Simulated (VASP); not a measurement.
# Si (R-3m) in VASP: single point with r2SCAN

Aim: the single point of Si with r2SCAN.

Everything below comes from runs of VASP 6.6.1. Logs are shortened: lines on timing, memory, paths and dates and some standing lists are left out, and cuts for length are marked.

## Step 1: The cell of the first run

It takes space group R-3m (No. 166, trigonal). Conventional cell: a = 2.629 Å, b = 2.629 Å, c = 29.926 Å, α = 90.00°, β = 90.00°, γ = 120.00°. Within 3.3 Å of Si (site symmetry 3m) lie 10 Si at 2.49 to 2.92 Å. Si (site symmetry 3m) has 8 Si at 2.49 to 2.63 Å within 3.3 Å.

## Step 2: Single point, r2SCAN (the part above a cut slid along it)

Input file POSCAR:

```
Si
1.0
   -2.6290009028      0.0000000000      0.0000000000
   -1.3145004514     -2.2767815684      0.0000000000
   -1.3143690014     -0.7588512967      9.9751962900
Si
4
Direct
   -0.2916375000     -0.2916375000      0.8750000000
   -0.0416625000     -0.0416625000      0.1250000000
   -0.1249875000     -0.1249875000      0.3750000000
   -0.2083125000     -0.2083125000      0.6250000000
```

Input file INCAR.step1:

```
SYSTEM = Si
ALGO = Normal
EDIFF = 1E-4
ENCUT = 520
GGA = PE
ISMEAR = 0
LASPH = .TRUE.
LCHARG = .FALSE.
LREAL = .FALSE.
LWAVE = .TRUE.
NBANDS = 16
NELM = 100
PREC = Accurate
SIGMA = 0.15
```

Input file INCAR.step2:

```
SYSTEM = Si
ALGO = Normal
EDIFF = 1E-6
ENCUT = 520
ISIF = 2
ISMEAR = 0
ISTART = 1
LASPH = .TRUE.
LCHARG = .TRUE.
LELF = .TRUE.
LMIXTAU = .TRUE.
LREAL = .FALSE.
LVHAR = .TRUE.
LWAVE = .FALSE.
METAGGA = R2SCAN
NBANDS = 16
NELM = 100
PREC = Accurate
SIGMA = 0.15
```

Input file KPOINTS:

```
k-points
0
G
  26 26 6
  0 0 0
```

Potentials or basis: VASP PAW PBE potentials, release 64 (Si).

The run is started by

```sh
> cat potpaw_PBE.64/Si/POTCAR > POTCAR
> cp INCAR.step1 INCAR
> mpirun -np 1 vasp_std > vasp.out
> cp INCAR.step2 INCAR
> mpirun -np 1 vasp_std > vasp.out
```

OUTCAR:

```text
SYSTEM = Si
   EDIFF = 1E-6
   ENCUT = 520
   ISIF = 2
   ISMEAR = 0
   ISTART = 1
   LASPH = .TRUE.
   LREAL = .FALSE.
   METAGGA = R2SCAN
   NELM = 100
   PREC = Accurate

 ion  position               nearest neighbor table
   1  0.708  0.708  0.875-   4 2.49   2 2.92   2 2.92   2 2.92
   2  0.958  0.958  0.125-   3 2.49   1 2.92   1 2.92   1 2.92
   3  0.875  0.875  0.375-   2 2.49   4 2.49
   4  0.792  0.792  0.625-   1 2.49   3 2.49

  LATTYP: Found a trigonal (rhomboedric) cell.
 ALAT       =    10.0899931708
 COS(alpha) =     0.9660555907

  Lattice vectors:

 A1 = (  -1.3143690014,  -0.7588512967,   9.9751962900)
 A2 = (   1.3146319014,  -0.7588512967,   9.9751962900)
 A3 = (   0.0001314500,   1.5179302717,   9.9751962900)

Analysis of symmetry for initial positions (statically):
=====================================================================
 Subroutine PRICEL returns:
 Original cell was already a primitive cell.

 Routine SETGRP: Setting up the symmetry group for a
 trigonal (rhombohedral) supercell.

 Subroutine GETGRP returns: Found  4 space group operations
 (whereof  2 operations were pure point group operations)
 out of a pool of 12 trial point group operations.

The static configuration has the point symmetry C_1h.
 The point group associated with its full space group is C_2h.

Analysis of symmetry for dynamics (positions and initial velocities):
=====================================================================
 Subroutine PRICEL returns:
 Original cell was already a primitive cell.

 Routine SETGRP: Setting up the symmetry group for a
 trigonal (rhombohedral) supercell.

 Subroutine GETGRP returns: Found  4 space group operations
 (whereof  2 operations were pure point group operations)
 out of a pool of 12 trial point group operations.

The dynamic configuration has the point symmetry C_1h.
 The point group associated with its full space group is C_2h.

 Subroutine INISYM returns: Found  4 space group operations
 (whereof  2 operations are pure point group operations),
 and found     1 'primitive' translations

----------------------------------------------------------------------------------------

                                     Primitive cell

  volume of cell :      59.7081

  direct lattice vectors                    reciprocal lattice vectors
    -2.629000903  0.000000000  0.000000000    -0.380372635  0.219608243 -0.033412876
    -1.314500451 -2.276781568  0.000000000     0.000000000 -0.439216486 -0.033412876
    -1.314369001 -0.758851297  9.975196290     0.000000000  0.000000000  0.100248654

  length of vectors
     2.629000903  2.629000903 10.089993171     0.440485575  0.440485575  0.100248654

  position of ions in fractional coordinates (direct lattice)
     0.708362500  0.708362500  0.875000000
     0.958337500  0.958337500  0.125000000
     0.875012500  0.875012500  0.375000000
     0.791687500  0.791687500  0.625000000

  ion indices of the primitive-cell ions
   primitive index   ion index
                 1           1
                 2           2
                 3           3
                 4           4

----------------------------------------------------------------------------------------

 KPOINTS: k-points

Automatic generation of k-mesh.
 Grid dimensions read from file:
 generate k-points for:   26   26    6

 Generating k-lattice:

  Cartesian coordinates                     Fractional coordinates (reciprocal lattice)
    -0.014629717  0.008446471 -0.001285111     0.038461538 -0.000000000 -0.000000000
     0.000000000 -0.016892942 -0.001285111     0.000000000  0.038461538  0.000000000
     0.000000000  0.000000000  0.016708109     0.000000000  0.000000000  0.166666667

  Length of vectors
     0.016941753  0.016941753  0.016708109

  Shift w.r.t. Gamma in fractional coordinates (k-lattice)
     0.000000000  0.000000000  0.000000000

 -----------------------------------------------------------------------------
|                                                                             |
|           W    W    AA    RRRRR   N    N  II  N    N   GGGG   !!!           |
|           W    W   A  A   R    R  NN   N  II  NN   N  G    G  !!!           |
|           W    W  A    A  R    R  N N  N  II  N N  N  G       !!!           |
|           W WW W  AAAAAA  RRRRR   N  N N  II  N  N N  G  GGG   !            |
|           WW  WW  A    A  R   R   N   NN  II  N   NN  G    G                |
|           W    W  A    A  R    R  N    N  II  N    N   GGGG   !!!           |
|                                                                             |
|     Your reciprocal lattice and k-lattice belong to different lattice       |
|     classes:                                                                |
|                                                                             |
|        The reciprocal lattice is rhombohedral (trigonal),                   |
|        whereas your k-lattice is base-centered monoclinic.                  |
|                                                                             |
|     Results are often still useful ...                                      |
|                                                                             |
 -----------------------------------------------------------------------------

 WARNING: IBZKPT: internal override: KBLOWUP is changed to .FALSE.
      ... skipping the blow-up phase ...

 Subroutine IBZKPT returns following result:
 ===========================================

 Found   1068 irreducible k-points:

 Following reciprocal coordinates:
            Coordinates               Weight
  0.000000  0.000000  0.000000      1.000000
  0.038462  0.000000 -0.000000      4.000000
  0.076923  0.000000 -0.000000      4.000000
  0.115385  0.000000  0.000000      4.000000
  0.153846  0.000000 -0.000000      4.000000
  0.192308 -0.000000 -0.000000      4.000000
[... 16 lines left out ...]
  0.346154  0.038462 -0.000000      4.000000
  0.384615  0.038462  0.000000      4.000000
 [... further k-points ...]
   k-points           NKPTS =   1068   k-points in BZ     NKDIM =   1068   number of bands    NBANDS=     16
   number of dos      NEDOS =    301   number of ions     NIONS =      4
   total plane-waves  NPLWV =  32000
   dimension x,y,z NGX =    20 NGY =   20 NGZ =   80
   dimension x,y,z NGXF=    40 NGYF=   40 NGZF=  160
   ions per type =               4
   NGX,Y,Z   is equivalent  to a cutoff of  12.65, 12.65, 13.18 a.u.
   NGXF,Y,Z  is equivalent  to a cutoff of  25.29, 25.29, 26.36 a.u.
 SYSTEM =  Si
   PREC   = accura    normal or accurate (medium, high low for compatibility)
   ISTART =      1    job   : 0-new  1-cont  2-samecut
   ICHARG =      0    charge: 1-file 2-atom 10-const
   ISPIN  =      1    spin polarized calculation?
   LNONCOLLINEAR =      F non collinear calculations
   LSORBIT =      F    spin-orbit coupling
   LASPH  =      T    aspherical Exc in radial PAW
   ENCUT  =  520.0 eV  38.22 Ry    6.18 a.u.   4.89  4.89 18.76*2*pi/ulx,y,z
   NELM   =    100;   NELMIN=  2; NELMDL=  0     # of ELM steps
   EDIFF  = 0.1E-05   stopping-criterion for ELM
   LREAL  =      F    real-space projection
   EDIFFG = 0.1E-04   stopping-criterion for IOM
   NSW    =      0    number of steps for IOM
   IBRION =     -1    ionic relax: 0-MD 1-quasi-New 2-CG
   NFREE  =      0    steps in history (QN), initial steepest desc. (CG)
   ISIF   =      2    stress and relaxation
   ISYM   =      2    0-nonsym 1-usesym 2-fastsym
   POTIM  = 0.5000    time-step for ionic-motion
   TEBEG  =    0.0;   TEEND  =   0.0 temperature during run
   PSTRESS=    0.0 pullay stress
   NELECT =      16.0000    total number of electrons
   NUPDOWN=      -1.0000    fix difference up-down
   EMIN   =  10.00;   EMAX   =-10.00  energy-range for DOS
   EFERMI =   0.00;   METHOD = LEGACY
   ISMEAR =     0;   SIGMA  =   0.15  broadening in eV -4-tet -1-fermi 0-gaus
   EFERMI_NEDOS =   21; number of points for ismear=-14 and -15
   IALGO  =     38    algorithm
   IMIX   =      4    mixing-type and parameters
     AMIX     =   0.40;   BMIX     =  1.00
     AMIX_MAG =   1.60;   BMIX_MAG =  1.00
  volume/ion in A,a.u.               =      14.93       100.73
  Fermi-wavevector in a.u.,A,eV,Ry     =   1.055448  1.994508 15.156498  1.113971
  Thomas-Fermi vector in A             =   2.190647
   LORBIT       =      0    0 simple, 1 ext, 2 COOP (PROOUT), +10 PAW based schemes
   METAGGA = R2SCAN    functional components
   LHFCALC =     F    Hartree Fock is set to
   AEXX    =    0.0000 exact exchange contribution
   IVDW    =     0    specifies the selected vdW correction
   LEPSILON=     F    determine dielectric tensor
   LRPA    =     F    only Hartree local field effects (RPA)
 non-spin polarized calculation
 Gauss-broadening in eV      SIGMA  =   0.15
  energy-cutoff  :      520.00
  volume of cell :       59.71
 maximum number of plane-waves:      1644
   NGX =  9   NGY =  9   NGZ = 37

 number of electron      16.0000000 magnetization

 Free energy of the ion-electron system (eV)
  ---------------------------------------------------
  ext. energy  EPLUGINS =         0.00000000
  ---------------------------------------------------
  free energy    TOTEN  =       -32.87955454 eV

  energy without entropy =      -32.86213458  energy(sigma->0) =      -32.87084456

 E-fermi :   9.5498     XC(G=0): -11.6462

 val. band max:        9.5461728377   @ k =   0.4231   0.1538   0.1667
 cond. band min:       9.5502590575   @ k =   0.4231   0.1154   0.5000
 fundamental gap:      0.0040862198
 Fermi energy:         9.5498120345

 k-point     1 :       0.0000    0.0000    0.0000
  band No.  band energies     occupation
      1      -5.2995      2.00000
      2      -3.8178      2.00000
      3      -3.7629      2.00000
      4      -0.3037      2.00000
      5       2.0111      2.00000
      6       8.1952      2.00000
[... 8 lines left out ...]
     15      22.3540      0.00000
     16      22.7778      0.00000

 k-point     2 :       0.0385    0.0000   -0.0000
  band No.  band energies     occupation
      1      -5.2555      2.00000
      2      -3.7933      2.00000
      3      -3.6999      2.00000
      4      -0.2626      2.00000
      5       2.0547      2.00000
      6       8.1634      2.00000
[... 8 lines left out ...]
     15      22.2557      0.00000
     16      22.5815      0.00000

 k-point     3 :       0.0769    0.0000   -0.0000
  band No.  band energies     occupation
      1      -5.1232      2.00000
      2      -3.6956      2.00000
      3      -3.5350      2.00000
      4      -0.1393      2.00000
      5       2.1853      2.00000
      6       8.1730      2.00000
[... 8 lines left out ...]
     15      21.6276      0.00000
     16      21.6977      0.00000

 k-point     4 :       0.1154    0.0000    0.0000
  band No.  band energies     occupation
      1      -4.9031      2.00000
      2      -3.5131      2.00000
      3      -3.2803      2.00000
      4       0.0658      2.00000
      5       2.4025      2.00000
      6       8.2524      2.00000
[... 8 lines left out ...]
     15      20.2553      0.00000
     16      20.9442      0.00000
[... 324 lines left out ...]
 k-point    22 :       0.3077    0.0385    0.0000
  band No.  band energies     occupation
      1      -2.7970      2.00000
      2      -1.6443      2.00000
      3      -0.9701      2.00000
      4       1.9682      2.00000
      5       4.5049      2.00000
      6       8.8410      2.00000
[... 8 lines left out ...]
     15      18.2167      0.00000
     16      18.2530      0.00000

 k-point    23 :       0.3462    0.0385   -0.0000
  band No.  band energies     occupation
      1      -2.1019      2.00000
      2      -0.9910      2.00000
      3      -0.2452      2.00000
      4       2.6054      2.00000
      5       5.1619      2.00000
      6       7.7535      2.00000
[... 8 lines left out ...]
     15      17.8258      0.00000
     16      17.8783      0.00000

 k-point    24 :       0.3846    0.0385    0.0000
  band No.  band energies     occupation
      1      -1.3237      2.00000
      2      -0.2554      2.00000
      3       0.5606      2.00000
      4       3.3157      2.00000
      5       5.8448      2.00000
      6       6.3990      2.00000
[... 8 lines left out ...]
     15      17.4186      0.00000
     16      17.5651      0.00000

 [... further k-points ...]

------------------------ aborting loop because EDIFF is reached ----------------------------------------

  FORCE on cell =-STRESS in cart. coord.  units (eV):
  Direction    XX          YY          ZZ          XY          YZ          ZX
  --------------------------------------------------------------------------------------
  -------------------------------------------------------------------------------------
  Total       -0.4451243     -0.4567473     -0.7074142      0.0100658      0.0053436      0.0092553
  in kB      -11.9442361    -12.2561216    -18.9823872      0.2701007      0.1433863      0.2483523
  external PRESSURE =     -14.3942483 kB  Pullay stress =       0.0000000 kB

 VOLUME and BASIS-vectors are now :
 -----------------------------------------------------------------------------
  energy-cutoff  :      520.00
  volume of cell :       59.71
      direct lattice vectors                 reciprocal lattice vectors
    -2.629000903  0.000000000  0.000000000    -0.380372635  0.219608243 -0.033412876
    -1.314500451 -2.276781568  0.000000000     0.000000000 -0.439216486 -0.033412876
    -1.314369001 -0.758851297  9.975196290     0.000000000  0.000000000  0.100248654

 POSITION                                       TOTAL-FORCE (eV/Angst)
 -----------------------------------------------------------------------------------
     -3.94350     -2.27678      8.72830         0.000699      0.000404      0.103833
     -3.94350     -2.27678      1.24690        -0.000699     -0.000404     -0.103833
     -3.94350     -2.27678      3.74070        -0.000276     -0.000159      0.043506
     -3.94350     -2.27678      6.23450         0.000276      0.000159     -0.043506
 -----------------------------------------------------------------------------------
    total drift:                               -0.000055     -0.000032     -0.000018

  FREE ENERGIE OF THE ION-ELECTRON SYSTEM (eV)
  ---------------------------------------------------
  free  energy   TOTEN  =       -32.8795545388 eV

  energy  without entropy=      -32.8621345843  energy(sigma->0) =      -32.87084456
```

Wall time 40 min (1 thread of Oxide Virtual Turin-like, shared host); peak memory 0.72 GiB.

What came out:

```
Free energy            : -32.8796 eV
Pressure               : -1.4 GPa
Largest force          : 0.104 eV/Å
Band gap on the k mesh : zero (bands 8 and 9 overlap by 10.71 eV)
```

Forces on the atoms (eV/Å):
```
Si   0.001  0.000  0.104
Si  -0.001  0.000 -0.104
Si   0.000  0.000  0.044
Si   0.000  0.000 -0.044
```

Caveat: the cell differs from its parent crystal (the part above a cut slid along it); the PAW data sets were made with another functional, which shifts forces and pressure a little.
